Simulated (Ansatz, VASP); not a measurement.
**Zn4S in VASP and in Ansatz**

INCAR

```
SYSTEM = Zn4S
PREC = Accurate
ENCUT = 600
EDIFF = 1E-6
ISMEAR = 0
SIGMA = 0.1
LREAL = .False.
LASPH = .True.
NELM = 60
ALGO = Normal
ISIF = 3
LWAVE = .False.
LCHARG = .False.
GGA = PE
IBRION = 2
NSW = 100
EDIFFG = -0.01
```

File KPOINTS:

```
regular mesh
0
Gamma
  10 10 10
  0 0 0
```

POSCAR

```
Zn4S
1.0
   -2.9005210976      2.9005210976      2.9005210976
    2.9005210976     -2.9005210976      2.9005210976
    2.9005210976      2.9005210976     -2.9005210976
Zn S
4 1
Direct
    0.0000000000      0.0000000000      0.5000000000
    0.5000000000      0.0000000000      0.0000000000
    0.0000000000      0.5000000000      0.0000000000
    0.5000000000      0.5000000000      0.5000000000
    0.0000000000      0.0000000000      0.0000000000
```

Input for Ansatz:

```yaml
crystal:
  lattice:
    - [-2.9005210976, 2.9005210976, 2.9005210976]
    - [2.9005210976, -2.9005210976, 2.9005210976]
    - [2.9005210976, 2.9005210976, -2.9005210976]
  atoms:
    - { symbol: Zn, position: [0.0, 0.0, 0.5] }
    - { symbol: Zn, position: [0.5, 0.0, 0.0] }
    - { symbol: Zn, position: [0.0, 0.5, 0.0] }
    - { symbol: Zn, position: [0.5, 0.5, 0.5] }
    - { symbol: S, position: [0.0, 0.0, 0.0] }
basis:
  ecutwfc: 420
kpoints:
  mp_grid: { grid: [10, 10, 10] }
hamiltonian:
  xc: pbe
scf:
  occupations: { method: gaussian, width: 0.1 }
output:
  forces: true
  stress: true
  eigenvalues: true
  write_density: true
  write_potential: true
  elf: true
  volumetric_format: npy
relax:
  adjacent_minimum: "off"
  f_tol: 0.01
  max_steps: 80
  cell: { stress_tol: 0.05 }
```

Change from the starting cell: species swapped into the H4C type (I-43m, No. 217).

Alike in both runs: task relaxation of cell and atoms; functional PBE; k mesh 10 × 10 × 10; occupations gaussian, width 0.1 eV; no spin polarisation.

|  | VASP | Ansatz |
| --- | --- | --- |
| version | VASP 6.6.1 | Ansatz 0.2.0 |
| potentials or method | VASP PAW PBE potentials, release 64 (Zn, S), cutoff 600 eV | scalar-relativistic, plane waves, PAW |
| valence electrons in the cell | 54 | 54 |

|  | VASP | Ansatz | Ansatz less VASP |
| --- | --- | --- | --- |
| gap on the k mesh at the Fermi level, each at its own relaxed structure (eV) | none | none | - |
| relaxed volume (Å³/atom) | 19.55 | 19.52 | -0.032 |
| relaxed cell length with the largest relative difference (Å) | 5.027 | 5.024 | -0.0028 |

A gap of «none» marks a metal or a gap that the smearing closes.
